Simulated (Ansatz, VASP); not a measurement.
## P: VASP beside Ansatz

```xyz
4
Lattice="3.2962 0.0000 0.0000 0.0000 4.6611 0.0000 0.0000 0.0000 30.3367" Properties=species:S:1:pos:R:3 pbc="T T T"
P     1.6481    4.2417   14.1216
P     0.0000    2.7500   14.1216
P     1.6481    0.4194   16.2151
P     0.0000    1.9111   16.2151
```

Change from the starting cell: strain along y +0.050, atoms relaxed.

Alike in both runs: functional PBE; dispersion D3(BJ); k mesh 10 × 8 × 1; occupations gaussian, width 0.02 eV; no spin polarisation.

Ansatz relaxed the structure, and its values are those at the end. VASP's run is a single point on that final structure, the one shown.

|  | VASP | Ansatz |
| --- | --- | --- |
| version | VASP 6.6.1 | Ansatz 0.2.0 |
| potentials or method | VASP PAW PBE potentials, release 64 (P), cutoff 520 eV | scalar-relativistic, plane waves, PAW |
| valence electrons in the cell | 20 | 20 |

Ansatz gave:

| Property | Result |
| --- | --- |
| gap on the k mesh at the Fermi level (eV) | 0.96 |
| least direct gap on the mesh (eV) | 0.96 |
| rms of the force components (eV/Å) | 0.000 |

Task: What did VASP give for the same quantities?

Result: gap on the k mesh at the Fermi level (eV): 0.98; least direct gap on the mesh (eV): 0.98; rms of the force components (eV/Å): 0.028.

Ansatz's warnings: stress scf threshold loose.
